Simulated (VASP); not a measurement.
A run of VASP 6.6.1 is set up as follows.

POSCAR

```
ZnO
1.0
    3.4835413134      0.0000000000      0.0000000000
   -1.7417706567      3.0168352725      0.0000000000
    0.0000000000      0.0000000000      4.5653854435
Zn O
2 2
Direct
    0.3333333333      0.6666666667      0.2500000000
    0.6666666667      0.3333333333      0.7500000000
    0.6666666667      0.3333333333      0.2500000000
    0.3333333333      0.6666666667      0.7500000000
```

INCAR.step1

```
PREC = Accurate ; ENCUT = 520
ISMEAR = 0 ; SIGMA = 0.01
LREAL = False ; LASPH = True
NELM = 80 ; NBANDS = 26
GGA = PE ; ALGO = Normal
EDIFF = 1E-4 ; LWAVE = True
LCHARG = False
```

INCAR.step2

```
PREC = Accurate ; ENCUT = 520
EDIFF = 1E-6 ; ISMEAR = 0
SIGMA = 0.01 ; LREAL = False
LASPH = True ; NELM = 80
ALGO = Normal ; ISIF = 2
LWAVE = False ; LCHARG = True
METAGGA = R2SCAN ; LMIXTAU = True
LELF = True ; LVHAR = True
NBANDS = 26 ; ISTART = 1
```

The input KPOINTS:

```
regular mesh
0
Gamma
  9 9 6
```

Potentials or basis: VASP PAW PBE potentials, release 64 (Zn, O).

The run is started by

```console
$ cat potpaw_PBE.64/Zn/POTCAR potpaw_PBE.64/O/POTCAR > POTCAR
$ cp INCAR.step1 INCAR
$ mpirun -np 1 vasp_std > vasp.out
$ cp INCAR.step2 INCAR
$ mpirun -np 1 vasp_std > vasp.out
```

Question: Predict the pressure.

Answer: -7.2 GPa.

Question: Estimate the band gap on the k mesh.

Answer: 1.31 eV, indirect (least direct gap 1.37 eV).

Stress tensor (GPa, compression positive):
```
-7.74  0.00  0.00
 0.00 -7.74  0.00
 0.00  0.00 -6.16
```

Caveat: the PAW data sets were made with another functional, which shifts forces and pressure a little. A k mesh can miss the band edges.
